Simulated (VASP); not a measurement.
A run of VASP 6.6.1:

INCAR

```
SYSTEM = RbBr
PREC = Accurate
ENCUT = 600
EDIFF = 1E-6
ISMEAR = -1
SIGMA = 0.05
LREAL = .False.
LASPH = .True.
NELM = 80
ALGO = Normal
ISIF = 3
LWAVE = .False.
LCHARG = .False.
GGA = RE
IBRION = 2
NSW = 60
EDIFFG = -0.01
```

The input KPOINTS:

```
Automatic mesh
0
Gamma
  7 7 7
  0 0 0
```

Contents of POSCAR:

```
RbBr
1.0
    4.1260773000      0.0000000000      0.0000000000
    0.0000000000      4.1260773000      0.0000000000
    0.0000000000      0.0000000000      4.1260773000
Rb Br
1 1
Direct
    0.0000000000      0.0000000000      0.0000000000
    0.5000000000      0.5000000000      0.5000000000
```

Potentials or basis: VASP PAW PBE potentials, release 64 (Rb_sv, Br).

Command:

```console
$ cat potpaw_PBE.64/Rb_sv/POTCAR potpaw_PBE.64/Br/POTCAR > POTCAR
$ mpirun -np 1 vasp_std > vasp.out
```

Hardware: 1 thread of Intel(R) Xeon(R) Platinum 8259CL CPU @ 2.50GHz (Skylake/Cascade Lake), with other jobs on the host.

Problem. How long does it take, and how much memory?

Solution. It took 50 s on 1 thread of Intel(R) Xeon(R) Platinum 8259CL CPU @ 2.50GHz (Skylake/Cascade Lake), on a shared host, peak memory 0.22 GiB. Counts: scf iterations 38, k points 20, ion steps 4.
